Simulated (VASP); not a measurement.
MgO, 4 atoms in the cell. The structure is hexagonal, space group P6_3/mmc (No. 194). Conventional cell: a = 3.281 Å, b = 3.281 Å, c = 4.718 Å, α = 90.00°, β = 90.00°, γ = 120.00°. Within 2.5 Å of Mg (site symmetry -6m2) lie 5 O at 1.89 to 2.36 Å. O (site symmetry -6m2) has 5 Mg at 1.89 to 2.36 Å within 2.5 Å.  This cell differs from its parent crystal: ratio of the length along z to the lengths across it x 1.2, volume and fractional coordinates fixed.

- Program: VASP 6.6.1
- Task: single point
- Functional: LDA
- Potentials or basis: VASP PAW LDA potentials, release 64 (Mg_sv, O)
- Cutoff: 750 eV
- k mesh: 12 × 12 × 6
- Occupations: gaussian, width 0.05 eV
- Spin: no spin polarisation
- Dipole correction: no
- Mended: yes
- Further INCAR settings: ALGO = Normal; EDIFF = 1e-06; NBANDS = 24

Potentials or basis: VASP PAW LDA potentials, release 64 (Mg_sv, O).

The run is started by

```sh
$ cat potpaw_LDA.64/Mg_sv/POTCAR potpaw_LDA.64/O/POTCAR > POTCAR
$ mpirun -np 1 vasp_std > vasp.out
```

Hardware: 1 thread of Intel(R) Xeon(R) 6975P-C (Granite Rapids), with other jobs on the host.

Question: How long does it take, and how much memory?

Answer: Wall time 49 s on 1 thread of Intel(R) Xeon(R) 6975P-C (Granite Rapids) (shared host), peak memory 0.23 GiB. Counts: scf iterations 13, k points 76.
